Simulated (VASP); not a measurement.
# Al2Pt (R3m) in VASP: a series of runs

Runs on Al2Pt. Level: PBE. Tasks: single point.

All numbers are computed with VASP 6.6.1; they aren't measurements. Logs are shortened: lines on timing, memory, paths and dates and some standing lists are left out, and cuts for length are marked.

## (1) The cell of the first run

Symmetry: R3m, No. 160, trigonal system. The conventional cell has a = 4.179 Å, b = 4.179 Å, c = 10.236 Å, α = 90.00°, β = 90.00°, γ = 120.00°. Within 2.8 Å of Al (site symmetry 3m) lie 4 Pt at 2.10 to 2.75 Å. Al (site symmetry 3m) has 4 Pt at 2.49 to 2.79 Å and 6 Al at 2.83 to 3.09 Å within 3.3 Å. Pt (site symmetry 3m) has 8 Al at 2.10 to 2.79 Å within 2.8 Å.

## (2) Single point, PBE (shortest bond scaled by 0.82)

Input file INCAR:

```
PREC     = Accurate       # precision mode
ENCUT    = 520            # plane-wave cutoff, eV
EDIFF    = 1E-6           # SCF threshold, eV
ISMEAR   = -1             # smearing method
SIGMA    = 0.05           # smearing width, eV
LREAL    = False          # projectors in reciprocal space
LASPH    = True           # aspherical terms in the spheres
NELM     = 80             # most SCF steps
ALGO     = Normal         # electronic algorithm
ISIF     = 2              # what is computed and relaxed
LWAVE    = False          # write WAVECAR
LCHARG   = False          # write CHGCAR
GGA      = PE             # functional
NBANDS   = 15             # bands
```

Input file KPOINTS:

```
Automatic mesh
0
Gamma
  9 9 9
```

Input file POSCAR:

```
Al2Pt
1.0
    0.0000000000      2.9550000000      2.9550000000
    2.9550000000      0.0000000000      2.9550000000
    2.9550000000      2.9550000000      0.0000000000
Al Pt
2 1
Direct
    0.2275000000      0.2275000000      0.2275000000
    0.7500000000      0.7500000000      0.7500000000
    0.0225000000      0.0225000000      0.0225000000
```

Potentials or basis: VASP PAW PBE potentials, release 64 (Al, Pt).

Started as:

```
$ cat potpaw_PBE.64/Al/POTCAR potpaw_PBE.64/Pt/POTCAR > POTCAR
$ mpirun -np 1 vasp_std > vasp.out
```

OUTCAR:

```text
PREC = Accurate
   ENCUT = 520
   EDIFF = 1E-6
   ISMEAR = -1
   LREAL = False
   LASPH = True
   NELM = 80
   ISIF = 2
   GGA = PE

 ion  position               nearest neighbor table
   1  0.227  0.227  0.227-   3 2.10   3 2.75   3 2.75   3 2.75   2 2.83   2 2.83   2 2.83   2 3.09
                             2 3.09   2 3.09
   2  0.750  0.750  0.750-   3 2.49   3 2.49   3 2.49   3 2.79   1 2.83   1 2.83   1 2.83   1 3.09
                             1 3.09   1 3.09
   3  0.023  0.023  0.023-   1 2.10   2 2.49   2 2.49   2 2.49   1 2.75   1 2.75   1 2.75   2 2.79

  LATTYP: Found a face centered cubic cell.
 ALAT       =     5.9100000000

  Lattice vectors:

 A1 = (   0.0000000000,   2.9550000000,   2.9550000000)
 A2 = (   2.9550000000,   0.0000000000,   2.9550000000)
 A3 = (   2.9550000000,   2.9550000000,   0.0000000000)

Analysis of symmetry for initial positions (statically):
=====================================================================
 Subroutine PRICEL returns:
 Original cell was already a primitive cell.

 Routine SETGRP: Setting up the symmetry group for a
 face centered cubic supercell.

 Subroutine GETGRP returns: Found  6 space group operations
 (whereof  6 operations were pure point group operations)
 out of a pool of 48 trial point group operations.

The static configuration has the point symmetry C_3v.

Analysis of symmetry for dynamics (positions and initial velocities):
=====================================================================
 Subroutine PRICEL returns:
 Original cell was already a primitive cell.

 Routine SETGRP: Setting up the symmetry group for a
 face centered cubic supercell.

 Subroutine GETGRP returns: Found  6 space group operations
 (whereof  6 operations were pure point group operations)
 out of a pool of 48 trial point group operations.

The dynamic configuration has the point symmetry C_3v.

 Subroutine INISYM returns: Found  6 space group operations
 (whereof  6 operations are pure point group operations),
 and found     1 'primitive' translations

----------------------------------------------------------------------------------------

                                     Primitive cell

  volume of cell :      51.6063

  direct lattice vectors                    reciprocal lattice vectors
     0.000000000  2.955000000  2.955000000    -0.169204738  0.169204738  0.169204738
     2.955000000  0.000000000  2.955000000     0.169204738 -0.169204738  0.169204738
     2.955000000  2.955000000  0.000000000     0.169204738  0.169204738 -0.169204738

  length of vectors
     4.179001077  4.179001077  4.179001077     0.293071203  0.293071203  0.293071203

  position of ions in fractional coordinates (direct lattice)
[... 90 lines left out ...]
   TEBEG  =    0.0;   TEEND  =   0.0 temperature during run
   PSTRESS=    0.0 pullay stress
   NELECT =      16.0000    total number of electrons
   NUPDOWN=      -1.0000    fix difference up-down
   EMIN   =  10.00;   EMAX   =-10.00  energy-range for DOS
   EFERMI =   0.00;   METHOD = LEGACY
   ISMEAR =    -1;   SIGMA  =   0.05  broadening in eV -4-tet -1-fermi 0-gaus
   EFERMI_NEDOS =   21; number of points for ismear=-14 and -15
   IALGO  =     38    algorithm
   IMIX   =      4    mixing-type and parameters
     AMIX     =   0.40;   BMIX     =  1.00
     AMIX_MAG =   1.60;   BMIX_MAG =  1.00
  volume/ion in A,a.u.               =      17.20       116.09
  Fermi-wavevector in a.u.,A,eV,Ry     =   1.108019  2.093853 16.703966  1.227707
  Thomas-Fermi vector in A             =   2.244541
   LORBIT       =      0    0 simple, 1 ext, 2 COOP (PROOUT), +10 PAW based schemes
   GGA     = PE    functional components
   LHFCALC =     F    Hartree Fock is set to
   AEXX    =    0.0000 exact exchange contribution
   IVDW    =     0    specifies the selected vdW correction
   LEPSILON=     F    determine dielectric tensor
   LRPA    =     F    only Hartree local field effects (RPA)
 non-spin polarized calculation
  energy-cutoff  :      520.00
  volume of cell :       51.61
 maximum number of plane-waves:      1411
   NGX = 15   NGY = 15   NGZ = 15

 number of electron      16.0000001 magnetization

 Free energy of the ion-electron system (eV)
  ---------------------------------------------------
  ext. energy  EPLUGINS =         0.00000000
  ---------------------------------------------------
  free energy    TOTEN  =       -15.16211811 eV

  energy without entropy =      -15.15212380  energy(sigma->0) =      -15.15712095

 E-fermi :   8.0169     XC(G=0): -10.6746

 val. band max:        7.9889552181   @ k =   0.2222   0.2222  -0.2222
 cond. band min:       8.0207592420   @ k =   0.1111   0.1111   0.4444
 fundamental gap:      0.0318040239
 Fermi energy:         8.0168734268

 k-point     1 :       0.0000    0.0000    0.0000
  band No.  band energies     occupation
      1      -2.3382      2.00000
      2       2.5396      2.00000
      3       2.7976      2.00000
      4       2.7976      2.00000
      5       4.0169      2.00000
      6       4.0169      2.00000
      7      10.4637      0.00000
      8      11.5968      0.00000
      9      11.6614      0.00000
     10      11.6614      0.00000
     11      13.2068      0.00000
     12      13.3761      0.00000
     13      13.3761      0.00000
     14      14.1827      0.00000
[... 401 lines left out ...]
      2       2.0243      2.00000
      3       2.9841      2.00000
      4       3.0320      2.00000
      5       3.9747      2.00000
      6       4.1250      2.00000
      7       5.1824      2.00000
      8       8.0208      0.96116
      9       9.8071      0.00000
     10      11.4386      0.00000
     11      13.0267      0.00000
     12      13.3438      0.00000
     13      14.5699      0.00000
     14      15.8335      0.00000
     15      16.1346      0.00000

 [... further k-points ...]
[... 5 lines left out ...]
  --------------------------------------------------------------------------------------
  -------------------------------------------------------------------------------------
  Total        4.0458798      4.0458798      4.0458798      3.3211588      3.3211588      3.3211588
  in kB      125.6091014    125.6091014    125.6091014    103.1092829    103.1092829    103.1092829
  external PRESSURE =     125.6091014 kB  Pullay stress =       0.0000000 kB

 VOLUME and BASIS-vectors are now :
 -----------------------------------------------------------------------------
  energy-cutoff  :      520.00
  volume of cell :       51.61
      direct lattice vectors                 reciprocal lattice vectors
     0.000000000  2.955000000  2.955000000    -0.169204738  0.169204738  0.169204738
     2.955000000  0.000000000  2.955000000     0.169204738 -0.169204738  0.169204738
     2.955000000  2.955000000  0.000000000     0.169204738  0.169204738 -0.169204738

 POSITION                                       TOTAL-FORCE (eV/Angst)
 -----------------------------------------------------------------------------------
      1.34452      1.34452      1.34452         3.588650      3.588650      3.588650
      4.43250      4.43250      4.43250         0.061594      0.061594      0.061594
      0.13298      0.13298      0.13298        -3.650244     -3.650244     -3.650244
 -----------------------------------------------------------------------------------
    total drift:                               -0.000177     -0.000177     -0.000177

  FREE ENERGIE OF THE ION-ELECTRON SYSTEM (eV)
  ---------------------------------------------------
  free  energy   TOTEN  =       -15.1621181117 eV

  energy  without entropy=      -15.1521237965  energy(sigma->0) =      -15.15712095
```

Run time: 27 s. Hardware: 1 thread of AMD EPYC 9R45 (Zen 5), shared host; peak memory 0.19 GiB.

Results:

- Free energy: -15.1621 eV
- Pressure: 12.6 GPa
- Largest force: 6.322 eV/Å
- Band gap on the k mesh: zero (band 8 reaches 11.60 eV, above the bottom of band 9 at 6.61 eV)

Forces on the atoms (eV/Å):
```
Al   3.589  3.589  3.589
Al   0.062  0.062  0.062
Pt  -3.650 -3.650 -3.650
```

Caveat: the cell differs from its parent crystal (shortest bond scaled by 0.82); spin-orbit coupling is left out, which moves the levels of the heavy elements; forces of over 1 eV/Å act on the atoms, so gaps and moduli don't describe the material at rest.

(Part 1 of 2 ends here.)
